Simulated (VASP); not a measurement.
# W4S9 (a cell with a defect) in VASP: notebook, part 2 of 2

VASP 6.6.1.

## 4. Single point, PBE

Contents of INCAR:

```
SYSTEM = W4S9
ALGO = Normal ; EDIFF = 1E-6
ENCUT = 520 ; GGA = PE
ISIF = 2 ; ISMEAR = 0
LASPH = .TRUE. ; LCHARG = .TRUE.
LELF = .TRUE. ; LREAL = .FALSE.
LVHAR = .TRUE. ; LWAVE = .FALSE.
NBANDS = 67 ; NELM = 100
PREC = Accurate ; SIGMA = 0.02
```

Contents of KPOINTS:

```
k-points
0
G
  3 3 3
  0 0 0
```

Contents of POSCAR:

```
W4S9
1.0
    3.1877474230      5.5213404984      0.0000000000
    6.3754948460      0.0000000000      0.0000000000
    3.1877474230      1.8404468328     -7.4744429926
W S
4 9
Direct
    0.0019649461     -0.0064552904      0.9998125623
    0.0020443327      0.5019516357      1.0000014727
    0.5010736865      0.0011069348      0.9940534709
    0.4933262059      0.5019457963      0.9999838125
    0.4025527198      0.4059767539      0.7862147060
    0.4025564104      0.9025275747      0.7861482128
    0.8987696815      0.3992178094      0.8005879510
    0.9060643365      0.9025189284      0.7861554374
    0.2655241245      0.2579192746      0.2083553251
    0.2654701578      0.7656200358      0.2081434030
    0.7635519571      0.2635186911      0.2066773406
    0.7580541462      0.7656207132      0.2081673513
    0.9844652592      0.4879608052      0.5407328685
```

Potentials or basis: VASP PAW PBE potentials, release 64 (W_sv, S).

The run is started by

```console
$ cat potpaw_PBE.64/W_sv/POTCAR potpaw_PBE.64/S/POTCAR > POTCAR
$ mpirun -np 1 vasp_std > vasp.out
```

OUTCAR:

```text
SYSTEM = W4S9
   EDIFF = 1E-6
   ENCUT = 520
   GGA = PE
   ISIF = 2
   ISMEAR = 0
   LASPH = .TRUE.
   LREAL = .FALSE.
   NELM = 100
   PREC = Accurate

 ion  position               nearest neighbor table
   1  0.002  0.994  1.000-   7 2.39  10 2.41  12 2.41   8 2.42   6 2.42  11 2.43   2 3.13   4 3.13
                             3 3.19   3 3.19   4 3.24   2 3.24
   2  0.002  0.502  0.000-   7 2.39  12 2.41   9 2.41   5 2.42   8 2.42  11 2.43   4 3.13   1 3.13
                             3 3.19   3 3.19   1 3.24   4 3.24
   3  0.501  0.001  0.994-   5 2.42  10 2.42  12 2.42   8 2.42   6 2.42   9 2.42   4 3.19   2 3.19
                             1 3.19   1 3.19   2 3.19   4 3.19
   4  0.493  0.502  1.000-   7 2.39  10 2.41   9 2.41   5 2.42   6 2.42  11 2.43   2 3.13   1 3.13
                             3 3.19   3 3.19   1 3.24   2 3.24
   5  0.403  0.406  0.786-   3 2.42   4 2.42   2 2.42
   6  0.403  0.903  0.786-   3 2.42   1 2.42   4 2.42
   7  0.899  0.399  0.801-  13 1.94   2 2.39   4 2.39   1 2.39
   8  0.906  0.903  0.786-   3 2.42   1 2.42   2 2.42
   9  0.266  0.258  0.208-   2 2.41   4 2.41   3 2.42
  10  0.265  0.766  0.208-   4 2.41   1 2.41   3 2.42
  11  0.764  0.264  0.207-   1 2.43   2 2.43   4 2.43
  12  0.758  0.766  0.208-   2 2.41   1 2.41   3 2.42
  13  0.984  0.488  0.541-   7 1.94

  LATTYP: Found a trigonal (rhomboedric) cell.
 ALAT       =     8.3316430689
 COS(alpha) =     0.7072233146

  Lattice vectors:

 A1 = (   0.0000000000,  -3.6808936656,  -7.4744429926)
 A2 = (  -3.1877474230,   1.8404468328,  -7.4744429926)
 A3 = (   3.1877474230,   1.8404468328,  -7.4744429926)

Analysis of symmetry for initial positions (statically):
=====================================================================
 Subroutine PRICEL returns:
 Original cell was already a primitive cell.

 Routine SETGRP: Setting up the symmetry group for a
 trigonal (rhombohedral) supercell.

 Subroutine GETGRP returns: Found  1 space group operations
 (whereof  1 operations were pure point group operations)
 out of a pool of 12 trial point group operations.

The static configuration has the point symmetry C_1 .

Analysis of symmetry for dynamics (positions and initial velocities):
=====================================================================
 Subroutine PRICEL returns:
 Original cell was already a primitive cell.

 Routine SETGRP: Setting up the symmetry group for a
 trigonal (rhombohedral) supercell.

 Subroutine GETGRP returns: Found  1 space group operations
 (whereof  1 operations were pure point group operations)
 out of a pool of 12 trial point group operations.

The dynamic configuration has the point symmetry C_1 .

 Subroutine INISYM returns: Found  1 space group operations
 (whereof  1 operations are pure point group operations),
 and found     1 'primitive' translations

----------------------------------------------------------------------------------------

                                     Primitive cell

  volume of cell :     263.1099

  direct lattice vectors                    reciprocal lattice vectors
     3.187747423  5.521340498  0.000000000     0.000000000  0.181115438  0.044596411
     6.375494846  0.000000000  0.000000000     0.156850570 -0.090557719  0.044596411
     3.187747423  1.840446833 -7.474442993     0.000000000  0.000000000 -0.133789234

  length of vectors
[... 81 lines left out ...]
   NGX,Y,Z   is equivalent  to a cutoff of  12.52, 12.52, 12.77 a.u.
   NGXF,Y,Z  is equivalent  to a cutoff of  25.03, 25.03, 25.54 a.u.
 SYSTEM =  W4S9
   PREC   = accura    normal or accurate (medium, high low for compatibility)
   ISTART =      0    job   : 0-new  1-cont  2-samecut
   ICHARG =      2    charge: 1-file 2-atom 10-const
   ISPIN  =      1    spin polarized calculation?
   LNONCOLLINEAR =      F non collinear calculations
   LSORBIT =      F    spin-orbit coupling
   LASPH  =      T    aspherical Exc in radial PAW
   ENCUT  =  520.0 eV  38.22 Ry    6.18 a.u.  11.85 11.85 15.49*2*pi/ulx,y,z
   NELM   =    100;   NELMIN=  2; NELMDL= -5     # of ELM steps
   EDIFF  = 0.1E-05   stopping-criterion for ELM
   LREAL  =      F    real-space projection
   EDIFFG = 0.1E-04   stopping-criterion for IOM
   NSW    =      0    number of steps for IOM
   IBRION =     -1    ionic relax: 0-MD 1-quasi-New 2-CG
   NFREE  =      0    steps in history (QN), initial steepest desc. (CG)
   ISIF   =      2    stress and relaxation
   ISYM   =      2    0-nonsym 1-usesym 2-fastsym
   POTIM  = 0.5000    time-step for ionic-motion
   TEBEG  =    0.0;   TEEND  =   0.0 temperature during run
   PSTRESS=    0.0 pullay stress
   NELECT =     110.0000    total number of electrons
   NUPDOWN=      -1.0000    fix difference up-down
   EMIN   =  10.00;   EMAX   =-10.00  energy-range for DOS
   EFERMI =   0.00;   METHOD = LEGACY
   ISMEAR =     0;   SIGMA  =   0.02  broadening in eV -4-tet -1-fermi 0-gaus
   EFERMI_NEDOS =   21; number of points for ismear=-14 and -15
   IALGO  =     38    algorithm
   IMIX   =      4    mixing-type and parameters
     AMIX     =   0.40;   BMIX     =  1.00
     AMIX_MAG =   1.60;   BMIX_MAG =  1.00
  volume/ion in A,a.u.               =      20.24       136.58
  Fermi-wavevector in a.u.,A,eV,Ry     =   1.224127  2.313265 20.388167  1.498488
  Thomas-Fermi vector in A             =   2.359213
   LORBIT       =      0    0 simple, 1 ext, 2 COOP (PROOUT), +10 PAW based schemes
   GGA     = PE    functional components
   LHFCALC =     F    Hartree Fock is set to
   AEXX    =    0.0000 exact exchange contribution
   IVDW    =     0    specifies the selected vdW correction
   LEPSILON=     F    determine dielectric tensor
   LRPA    =     F    only Hartree local field effects (RPA)
 non-spin polarized calculation
 Gauss-broadening in eV      SIGMA  =   0.02
  energy-cutoff  :      520.00
  volume of cell :      263.11
 maximum number of plane-waves:      7114
   NGX = 23   NGY = 23   NGZ = 31

 number of electron     110.0000007 magnetization

 Free energy of the ion-electron system (eV)
  ---------------------------------------------------
  ext. energy  EPLUGINS =         0.00000000
  ---------------------------------------------------
  free energy    TOTEN  =       -97.33596618 eV

  energy without entropy =      -97.33596618  energy(sigma->0) =      -97.33596618

 E-fermi :   5.4374     XC(G=0):  -9.9502

 val. band max:        5.3052850006   @ k =  -0.3333   0.3333  -0.0000
 cond. band min:       6.7427132869   @ k =  -0.3333   0.3333  -0.0000
 fundamental gap:      1.4374282863
 Fermi energy:         5.4374457860

 k-point     1 :       0.0000    0.0000    0.0000
  band No.  band energies     occupation
      1     -68.9267      2.00000
      2     -68.9120      2.00000
      3     -68.9091      2.00000
      4     -68.9085      2.00000
      5     -33.3804      2.00000
      6     -33.3432      2.00000
[... 969 lines left out ...]
     66       8.5902      0.00000
     67       8.8489      0.00000

------------------------ aborting loop because EDIFF is reached ----------------------------------------

  FORCE on cell =-STRESS in cart. coord.  units (eV):
  Direction    XX          YY          ZZ          XY          YZ          ZX
  --------------------------------------------------------------------------------------
  -------------------------------------------------------------------------------------
  Total        1.7493390      1.7562283      4.8485659      0.0074522      0.0158268     -0.0318095
  in kB       10.6523956     10.6943472     29.5247766      0.0453792      0.0963757     -0.1937001
  external PRESSURE =      16.9571731 kB  Pullay stress =       0.0000000 kB

 VOLUME and BASIS-vectors are now :
 -----------------------------------------------------------------------------
  energy-cutoff  :      520.00
  volume of cell :      263.11
      direct lattice vectors                 reciprocal lattice vectors
     3.187747423  5.521340498  0.000000000     0.000000000  0.181115438  0.044596411
     6.375494846  0.000000000  0.000000000     0.156850570 -0.090557719  0.044596411
     3.187747423  1.840446833 -7.474442993     0.000000000  0.000000000 -0.133789234

 POSITION                                       TOTAL-FORCE (eV/Angst)
 -----------------------------------------------------------------------------------
      9.52775      1.85095     -7.47304        -0.012097      0.007881     -0.005480
      3.20671      0.01129     -0.00001         0.013236      0.000930     -0.005889
      4.77315      4.59610     -7.43000        -0.002560      0.001204      0.002978
      7.96045      4.56424     -7.47432         0.006529     -0.012213     -0.005683
      6.37779      3.66962     -5.87652         0.003173     -0.001894      0.004391
      9.54335      3.66951     -5.87602        -0.000857      0.001001      0.000748
      7.96233      6.43585     -5.98395         0.000357     -0.000175      0.186024
     11.14837      6.44957     -5.87607        -0.001183      0.000315      0.001282
      3.15497      1.84952     -1.55734        -0.000818      0.000250      0.000014
      6.39097      1.84883     -1.55576         0.001131      0.000894     -0.004023
      4.77291      4.59621     -1.54480         0.002048     -0.000965     -0.002395
      7.96128      4.56860     -1.55594        -0.000264     -0.001448     -0.003284
      7.97294      6.43076     -4.04168        -0.008695      0.004221     -0.168684
 -----------------------------------------------------------------------------------
    total drift:                               -0.000174     -0.000102      0.000090

  FREE ENERGIE OF THE ION-ELECTRON SYSTEM (eV)
  ---------------------------------------------------
  free  energy   TOTEN  =       -97.3359661754 eV

  energy  without entropy=      -97.3359661754  energy(sigma->0) =      -97.33596618
```

Wall time 2.5 min (1 thread of Intel Xeon 6975P-C (Granite Rapids), shared host); peak memory 0.45 GiB.

Results:

| Quantity | Value |
| --- | --- |
| Free energy | -97.3360 eV |
| Pressure | 1.7 GPa |
| Largest force | 0.186 eV/Å |
| Band gap on the k mesh | 1.44 eV |

Forces in eV/Å, atoms in the order of the input:
```
W   -0.012  0.008 -0.005
W    0.013  0.001 -0.006
W   -0.003  0.001  0.003
W    0.007 -0.012 -0.006
S    0.003 -0.002  0.004
S   -0.001  0.001  0.001
S    0.000  0.000  0.186
S   -0.001  0.000  0.001
S   -0.001  0.000  0.000
S    0.001  0.001 -0.004
S    0.002 -0.001 -0.002
S    0.000 -0.001 -0.003
S   -0.009  0.004 -0.169
```

Levels at points of the mesh, in eV from the valence-band top:
```csv
k point,band 53,band 54,band 55,band 56,band 57,band 58
"(0.00, 0.00, 0.00)",-0.32,-0.32,-0.27,2.55,2.57,2.57
```

Caveat: spin-orbit coupling is left out, which moves the levels of the heavy elements.
